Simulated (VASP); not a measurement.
Input of a VASP 6.6.1 run:

File INCAR:

```
SYSTEM = Si27C28
ALGO     = Normal         ! electronic algorithm
EDIFF    = 1E-7           ! SCF threshold, eV
ENCUT    = 520            ! plane-wave cutoff, eV
GGA      = PE             ! functional
ISIF     = 2              ! what is computed and relaxed
ISMEAR   = 0              ! smearing method
ISPIN    = 2              ! spin polarisation
LASPH    = .TRUE.         ! aspherical terms in the spheres
LCHARG   = .FALSE.        ! write CHGCAR
LORBIT   = 11             ! projections on sites
LREAL    = Auto         
LUSENCCL = .FALSE.      
LWAVE    = .FALSE.        ! write WAVECAR
MAGMOM   = 0 0 0 0 0 0 0 0 0 0 0 0 0 0 0 0 0 0 0 0 0 0 0 0 0 0 0 0.75 0 0 0 0 0 0 0 0 0 0 0 0 0 0 0 0 0 0 0 0 0.75 0 0 0 0.75 0 0.75 ! initial moments
NBANDS   = 147            ! bands
NELECT   = 223.0        
NELM     = 150            ! most SCF steps
PREC     = Accurate       ! precision mode
SIGMA    = 0.01           ! smearing width, eV
```

File KPOINTS:

```
k-points
0
G
  2 2 2
  0 0 0
```

The input POSCAR:

```
Si27C28
1.0
    1.5470600903      8.0387600360      0.0000000000
    6.1882403609     -5.3591733574      0.0000000000
    0.0000000000      0.0000000000    -10.1293392009
Si C
27 28
Direct
    0.3798281594      0.9081293453      0.0609874032
    0.5196039883      0.6139441714      0.0607277485
    0.6618958916      0.3279327109      0.0608443220
    0.8149550639      0.0495625537      0.0612723167
    0.9512757677      0.7657563573      0.0609541911
    0.1012574557      0.4773123074      0.0606678205
    0.1905215356      0.9535781142      0.5627139696
    0.3336993845      0.6683635727      0.5628194800
    0.4749511923      0.3798709801      0.5628802312
    0.6204143451      0.0950847868      0.5627901785
    0.7603866923      0.8083016705      0.5627669519
    0.9048320566      0.5239219765      0.5622972336
    0.0489221070      0.2382930110      0.5628772914
    0.0068569707      0.0056314643      0.3100683914
    0.1425878402      0.7145656237      0.3103768701
    0.2844819298      0.4217253333      0.3097611242
    0.4228008700      0.1439463119      0.3099680811
    0.5714824546      0.8571260358      0.3100918417
    0.7137879620      0.5708345389      0.3104009013
    0.8578290989      0.2861659982      0.3104147625
   -0.0001496397      0.0000153014      0.8164380947
    0.1436607159      0.7157662304      0.8142731350
    0.2860592710      0.4291706150      0.8175467126
    0.4284424517      0.1425814250      0.8165877822
    0.5716582977      0.8573748519      0.8151056198
    0.7128215805      0.5704945054      0.8142438958
    0.8580920232      0.2852897183      0.8142772809
    0.2379458042      0.1903075990      0.2651792321
    0.3805841975      0.9046659206      0.2503115917
    0.5238775719      0.6187645332      0.2502744717
    0.6663440680      0.3324701955      0.2503228932
    0.8100275122      0.0482143202      0.2504515255
    0.9516341490      0.7620107242      0.2503783609
    0.0960435443      0.4769239124      0.2503039223
    0.1901556593      0.9525160636      0.7501920052
    0.3336917260      0.6695040276      0.7488887362
    0.4759804428      0.3805562078      0.7503825308
    0.6216175773      0.0953284992      0.7489752845
    0.7594088952      0.8071437116      0.7489872212
    0.9049168992      0.5239709176      0.7504030518
    0.0482215555      0.2385991297      0.7504104837
    0.4311565447      0.1420505538      0.5012155162
    0.5715244029      0.8572656528      0.4980144555
    0.7136444613      0.5702683761      0.4989983712
    0.8583960287      0.2864070416      0.4989847306
   -0.0034023743      0.9975408556      0.5012791209
    0.1423262829      0.7149904842      0.4989140006
    0.2866424921      0.4321038691      0.5011432470
    0.4440559251      0.1372921293      0.9942657062
    0.5728910965      0.8576306403      1.0020891030
    0.7127433426      0.5667195584      1.0005491154
    0.8614669909      0.2889765988      1.0006795144
   -0.0213539687      0.9830122413      0.9942527235
    0.1398607838      0.7156401897      1.0007492528
    0.2902219203      0.4485911774      0.9948458438
```

Potentials or basis: VASP PAW PBE potentials, release 64 (Si, C).

Launch:

```sh
$ cat potpaw_PBE.64/Si/POTCAR potpaw_PBE.64/C/POTCAR > POTCAR
$ mpirun -np 1 vasp_std > vasp.out
```

(1) What does it give for the largest force?

(2) What does it give for the site moments?

(3) Predict the net moment.

Answers

(1) 0.016 eV/Å.

(2) Si -0.00, +0.00 (each value once); C +0.01, +0.00, +0.14, +0.04, +0.02, +0.15, +0.10 (each value once) μB.

(3) 1.00 μB per cell.

Caveat: the k points lie up to 0.44 Å⁻¹ apart; the cell carries a net charge on a neutralising background, which shifts energy and pressure; the cell differs from its parent crystal (atoms taken out, then relaxed in part).
